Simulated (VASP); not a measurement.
# Ga (Cmce) in VASP: single point with PBEsol

Aim: the single point of Ga with PBEsol.

All numbers are computed with VASP 6.6.1; they aren't measurements. Logs are shortened: lines on timing, memory, paths and dates and some standing lists are left out, and cuts for length are marked.

### Step 1. The cell of the first run

It takes space group Cmce (No. 64, orthorhombic). Conventional cell: a = 4.511 Å, b = 7.645 Å, c = 4.517 Å, α = 90.00°, β = 90.00°, γ = 90.00°. Within 3.2 Å of Ga (site symmetry m) lie 7 Ga at 2.44 to 2.79 Å.

### Step 2. Single point, PBEsol

File POSCAR:

```
Ga
1.0
    2.2553500000     -3.8224000000      0.0000000000
    2.2553500000      3.8224000000      0.0000000000
    0.0000000000      0.0000000000      4.5167000000
Ga
4
Direct
    0.1525000000      0.8475000000      0.0785000000
    0.6525000000      0.3475000000      0.4215000000
    0.8475000000      0.1525000000      0.9215000000
    0.3475000000      0.6525000000      0.5785000000
```

File INCAR.step1:

```
SYSTEM = Ga
ALGO = Normal ; EDIFF = 1E-7
ENCUT = 520 ; GGA = PS
ISIF = 2 ; ISMEAR = -1
LASPH = .True. ; LCHARG = .True.
LREAL = .False. ; LWAVE = .False.
NBANDS = 34 ; NELM = 80
PREC = Accurate ; SIGMA = 0.05
```

File KPOINTS.step1:

```
k-points
0
Gamma
  9 9 8
  0 0 0
```

File INCAR.step2:

```
SYSTEM = Ga
ALGO = Normal ; EDIFF = 1E-7
ENCUT = 520 ; GGA = PS
ICHARG = 11 ; ISIF = 2
ISMEAR = -5 ; LASPH = .True.
LCHARG = .False. ; LORBIT = 11
LREAL = .False. ; LWAVE = .False.
NBANDS = 34 ; NEDOS = 2001
NELM = 80 ; PREC = Accurate
SIGMA = 0.05
```

File KPOINTS.step2:

```
k-points
0
Gamma
  14 14 12
  0 0 0
```

Potentials or basis: VASP PAW PBE potentials, release 64 (Ga_d).

Command:

```console
cat potpaw_PBE.64/Ga_d/POTCAR > POTCAR
cp INCAR.step1 INCAR
cp KPOINTS.step1 KPOINTS
mpirun -np 1 vasp_std > vasp.out
cp INCAR.step2 INCAR
cp KPOINTS.step2 KPOINTS
mpirun -np 1 vasp_std > vasp.out
```

OUTCAR:

```text
SYSTEM = Ga
   EDIFF = 1E-7
   ENCUT = 520
   GGA = PS
   ICHARG = 11
   ISIF = 2
   ISMEAR = -5
   LASPH = .True.
   LORBIT = 11
   LREAL = .False.
   NELM = 80
   PREC = Accurate

 ion  position               nearest neighbor table
   1  0.153  0.847  0.078-   3 2.44   4 2.71   4 2.71   2 2.74   2 2.74   3 2.79   3 2.79
   2  0.653  0.347  0.422-   4 2.44   3 2.71   3 2.71   1 2.74   1 2.74   4 2.79   4 2.79
   3  0.847  0.153  0.922-   1 2.44   2 2.71   2 2.71   4 2.74   4 2.74   1 2.79   1 2.79
   4  0.347  0.653  0.578-   2 2.44   1 2.71   1 2.71   3 2.74   3 2.74   2 2.79   2 2.79

  LATTYP: Found a base centered orthorhombic cell.
 ALAT       =     4.5107000000
 B/A-ratio  =     1.6948145521
 C/A-ratio  =     1.0013301705

  Lattice vectors:

 A1 = (   2.2553500000,  -3.8224000000,   0.0000000000)
 A2 = (   2.2553500000,   3.8224000000,   0.0000000000)
 A3 = (   0.0000000000,   0.0000000000,   4.5167000000)

Analysis of symmetry for initial positions (statically):
=====================================================================
 Subroutine PRICEL returns:
 Original cell was already a primitive cell.

 Routine SETGRP: Setting up the symmetry group for a
 base centered orthorhombic supercell.

 Subroutine GETGRP returns: Found  8 space group operations
 (whereof  4 operations were pure point group operations)
 out of a pool of  8 trial point group operations.

The static configuration has the point symmetry C_2h.
 The point group associated with its full space group is D_2h.

Analysis of symmetry for dynamics (positions and initial velocities):
=====================================================================
 Subroutine PRICEL returns:
 Original cell was already a primitive cell.

 Routine SETGRP: Setting up the symmetry group for a
 base centered orthorhombic supercell.

 Subroutine GETGRP returns: Found  8 space group operations
 (whereof  4 operations were pure point group operations)
 out of a pool of  8 trial point group operations.

The dynamic configuration has the point symmetry C_2h.
 The point group associated with its full space group is D_2h.

 Subroutine INISYM returns: Found  8 space group operations
 (whereof  4 operations are pure point group operations),
 and found     1 'primitive' translations

----------------------------------------------------------------------------------------

                                     Primitive cell

  volume of cell :      77.8756

  direct lattice vectors                    reciprocal lattice vectors
     2.255350000 -3.822400000  0.000000000     0.221695081 -0.130807869  0.000000000
     2.255350000  3.822400000  0.000000000     0.221695081  0.130807869  0.000000000
     0.000000000  0.000000000  4.516700000     0.000000000  0.000000000  0.221400580

  length of vectors
     4.438169148  4.438169148  4.516700000     0.257409028  0.257409028  0.221400580

  position of ions in fractional coordinates (direct lattice)
     0.152500000  0.847500000  0.078500000
     0.652500000  0.347500000  0.421500000
     0.847500000  0.152500000  0.921500000
     0.347500000  0.652500000  0.578500000

  ion indices of the primitive-cell ions
   primitive index   ion index
                 1           1
                 2           2
                 3           3
                 4           4

----------------------------------------------------------------------------------------

 KPOINTS: k-points

Automatic generation of k-mesh.
 Grid dimensions read from file:
 generate k-points for:   14   14   12

 Generating k-lattice:

  Cartesian coordinates                     Fractional coordinates (reciprocal lattice)
     0.015835363 -0.009343419  0.000000000     0.071428571  0.000000000  0.000000000
     0.015835363  0.009343419  0.000000000     0.000000000  0.071428571  0.000000000
     0.000000000  0.000000000  0.018450048     0.000000000  0.000000000  0.083333333

  Length of vectors
     0.018386359  0.018386359  0.018450048

  Shift w.r.t. Gamma in fractional coordinates (k-lattice)
     0.000000000  0.000000000  0.000000000

 TETIRR: Found   3528 inequivalent tetrahedra from    14112

 Subroutine IBZKPT returns following result:
 ===========================================

 Found    399 irreducible k-points:

 Following reciprocal coordinates:
            Coordinates               Weight
  0.000000  0.000000  0.000000      1.000000
  0.071429  0.000000  0.000000      4.000000
  0.142857  0.000000  0.000000      4.000000
  0.214286  0.000000  0.000000      4.000000
  0.285714  0.000000  0.000000      4.000000
  0.357143 -0.000000  0.000000      4.000000
[... 16 lines left out ...]
  0.214286  0.142857  0.000000      4.000000
  0.285714  0.142857  0.000000      4.000000
 [... further k-points ...]
   k-points           NKPTS =    399   k-points in BZ     NKDIM =    399   number of bands    NBANDS=     34
   number of dos      NEDOS =   2001   number of ions     NIONS =      4
   total plane-waves  NPLWV =  46656
   dimension x,y,z NGX =    36 NGY =   36 NGZ =   36
   dimension x,y,z NGXF=    72 NGYF=   72 NGZF=   72
   ions per type =               4
   NGX,Y,Z   is equivalent  to a cutoff of  13.48, 13.48, 13.25 a.u.
   NGXF,Y,Z  is equivalent  to a cutoff of  26.97, 26.97, 26.50 a.u.
 SYSTEM =  Ga
   PREC   = accura    normal or accurate (medium, high low for compatibility)
   ISTART =      0    job   : 0-new  1-cont  2-samecut
   ICHARG =     11    charge: 1-file 2-atom 10-const
   ISPIN  =      1    spin polarized calculation?
   LNONCOLLINEAR =      F non collinear calculations
   LSORBIT =      F    spin-orbit coupling
   LASPH  =      T    aspherical Exc in radial PAW
   ENCUT  =  520.0 eV  38.22 Ry    6.18 a.u.   8.25  8.25  8.40*2*pi/ulx,y,z
   NELM   =     80;   NELMIN=  2; NELMDL=  0     # of ELM steps
   EDIFF  = 0.1E-06   stopping-criterion for ELM
   LREAL  =      F    real-space projection
   EDIFFG = 0.1E-05   stopping-criterion for IOM
   NSW    =      0    number of steps for IOM
   IBRION =     -1    ionic relax: 0-MD 1-quasi-New 2-CG
   NFREE  =      0    steps in history (QN), initial steepest desc. (CG)
   ISIF   =      2    stress and relaxation
   ISYM   =      2    0-nonsym 1-usesym 2-fastsym
   POTIM  = 0.5000    time-step for ionic-motion
   TEBEG  =    0.0;   TEEND  =   0.0 temperature during run
   PSTRESS=    0.0 pullay stress
   NELECT =      52.0000    total number of electrons
   NUPDOWN=      -1.0000    fix difference up-down
   EMIN   =  10.00;   EMAX   =-10.00  energy-range for DOS
   EFERMI =   0.00;   METHOD = LEGACY
   ISMEAR =    -5;   SIGMA  =   0.05  broadening in eV -4-tet -1-fermi 0-gaus
   EFERMI_NEDOS =   21; number of points for ismear=-14 and -15
   IALGO  =     38    algorithm
   IMIX   =      4    mixing-type and parameters
     AMIX     =   0.40;   BMIX     =  1.00
     AMIX_MAG =   1.60;   BMIX_MAG =  1.00
  volume/ion in A,a.u.               =      19.47       131.38
  Fermi-wavevector in a.u.,A,eV,Ry     =   1.430899  2.704006 27.857529  2.047471
  Thomas-Fermi vector in A             =   2.550694
   LORBIT       =     11    0 simple, 1 ext, 2 COOP (PROOUT), +10 PAW based schemes
   GGA     = PS    functional components
   LHFCALC =     F    Hartree Fock is set to
   AEXX    =    0.0000 exact exchange contribution
   IVDW    =     0    specifies the selected vdW correction
   LEPSILON=     F    determine dielectric tensor
   LRPA    =     F    only Hartree local field effects (RPA)
 non-spin polarized calculation
 Fermi weights with tetrahedron method with Bloechl corrections
  energy-cutoff  :      520.00
  volume of cell :       77.88
 maximum number of plane-waves:      2121
 NGX is ok and might be reduce to    36

 number of electron      52.0000009 magnetization

 Free energy of the ion-electron system (eV)
  ---------------------------------------------------
  ext. energy  EPLUGINS =         0.00000000
  ---------------------------------------------------
  free energy    TOTEN  =       -13.37985930 eV

  energy without entropy =      -13.37985930  energy(sigma->0) =      -13.37985930

 E-fermi :   4.9201     XC(G=0): -10.8386

 val. band max:        5.0461411586   @ k =  -0.2857   0.1429   0.1667
 cond. band min:       4.7341216510   @ k =  -0.3571   0.3571   0.4167
 fundamental gap:     -0.3120195076
 Fermi energy:         4.9200554919

 k-point     1 :       0.0000    0.0000    0.0000
  band No.  band energies     occupation
      1     -10.1719      2.00000
      2     -10.1637      2.00000
      3     -10.1635      2.00000
      4     -10.1381      2.00000
      5     -10.0836      2.00000
      6     -10.0523      2.00000
[... 26 lines left out ...]
     33      11.6536      0.00000
     34      12.2227      0.00000

 k-point     2 :       0.0714    0.0000    0.0000
  band No.  band energies     occupation
      1     -10.1697      2.00000
      2     -10.1688      2.00000
      3     -10.1600      2.00000
      4     -10.1405      2.00000
      5     -10.0793      2.00000
      6     -10.0517      2.00000
[... 26 lines left out ...]
     33      11.9280      0.00000
     34      12.1645      0.00000

 k-point     3 :       0.1429    0.0000    0.0000
  band No.  band energies     occupation
      1     -10.1730      2.00000
      2     -10.1637      2.00000
      3     -10.1593      2.00000
      4     -10.1464      2.00000
      5     -10.0697      2.00000
      6     -10.0489      2.00000
[... 26 lines left out ...]
     33      11.4432      0.00000
     34      12.3889      0.00000
[... 704 lines left out ...]
 k-point    23 :       0.2143    0.1429    0.0000
  band No.  band energies     occupation
      1     -10.2031      2.00000
      2     -10.1534      2.00000
      3     -10.1424      2.00000
      4     -10.1403      2.00000
      5     -10.0727      2.00000
      6     -10.0377      2.00000
[... 26 lines left out ...]
     33      11.0780      0.00000
     34      13.1238      0.00000

 k-point    24 :       0.2857    0.1429    0.0000
  band No.  band energies     occupation
      1     -10.2119      2.00000
      2     -10.1582      2.00000
      3     -10.1293      2.00000
      4     -10.1291      2.00000
      5     -10.0990      2.00000
      6     -10.0409      2.00000
[... 26 lines left out ...]
     33      12.0826      0.00000
     34      13.0089      0.00000

 [... further k-points ...]

------------------------ aborting loop because EDIFF is reached ----------------------------------------

  FORCE on cell =-STRESS in cart. coord.  units (eV):
  Direction    XX          YY          ZZ          XY          YZ          ZX
  --------------------------------------------------------------------------------------
  -------------------------------------------------------------------------------------
  Total       -1.1734197      0.4115145     -0.8054285      0.0000000      0.0000000      0.0000000
  in kB      -24.1414103      8.4663142    -16.5705242      0.0000000      0.0000000      0.0000000
  external PRESSURE =     -10.7485401 kB  Pullay stress =       0.0000000 kB

 VOLUME and BASIS-vectors are now :
 -----------------------------------------------------------------------------
  energy-cutoff  :      520.00
  volume of cell :       77.88
      direct lattice vectors                 reciprocal lattice vectors
     2.255350000 -3.822400000  0.000000000     0.221695081 -0.130807869  0.000000000
     2.255350000  3.822400000  0.000000000     0.221695081  0.130807869  0.000000000
     0.000000000  0.000000000  4.516700000     0.000000000  0.000000000  0.221400580

 POSITION                                       TOTAL-FORCE (eV/Angst)
 -----------------------------------------------------------------------------------
      2.25535      2.65657      0.35456         0.000000     -0.448354      0.121766
      2.25535     -1.16583      1.90379         0.000000     -0.448354     -0.121766
      2.25535     -2.65657      4.16214         0.000000      0.448354     -0.121766
      2.25535      1.16583      2.61291         0.000000      0.448354      0.121766
 -----------------------------------------------------------------------------------
    total drift:                                0.000000      0.000000     -0.000000

  FREE ENERGIE OF THE ION-ELECTRON SYSTEM (eV)
  ---------------------------------------------------
  free  energy   TOTEN  =       -13.3798592964 eV

  energy  without entropy=      -13.3798592964  energy(sigma->0) =      -13.37985930

 total charge

# of ion       s       p       d       tot
------------------------------------------
    1        0.956   0.715   9.957  11.629
    2        0.956   0.715   9.957  11.629
    3        0.956   0.715   9.957  11.629
    4        0.956   0.715   9.957  11.629
--------------------------------------------------
tot          3.825   2.860  39.829  46.514
```

Wall time 9.3 min (1 thread of AMD EPYC 9R45 (Zen 5), shared host); peak memory 0.73 GiB.

What came out:

* Valence electrons inside the program's atomic spheres: Ga 11.63

Levels at points of the mesh, in eV from the Fermi level:
```tsv
k point	band 22	band 23	band 24	band 25	band 26	band 27	band 28	band 29	band 30	band 31
(0.00, 0.00, 0.00)	-4.32	-3.66	-1.66	-1.56	-0.87	0.92	0.96	0.97	5.14	5.47
(0.50, 0.00, 0.00)	-8.57	-3.51	-3.51	-1.25	-1.25	0.75	0.75	4.02	4.02	5.37
(0.50, 0.50, 0.00)	-7.42	-4.25	-3.24	-1.63	-1.40	1.06	1.10	3.34	3.76	4.40
(0.00, 0.00, 0.50)	-9.20	-0.15	-0.15	0.00	0.00	0.14	0.14	2.16	2.16	3.74
(0.50, 0.00, 0.50)	-7.19	-6.16	-6.16	-1.57	-1.57	0.45	0.45	7.12	7.12	7.79
(0.50, 0.50, 0.50)	-7.46	-5.54	-5.54	-1.22	-1.22	-0.88	-0.88	6.62	6.62	7.97
```

Caveat: the PAW data sets were made with another functional, which shifts forces and pressure a little.
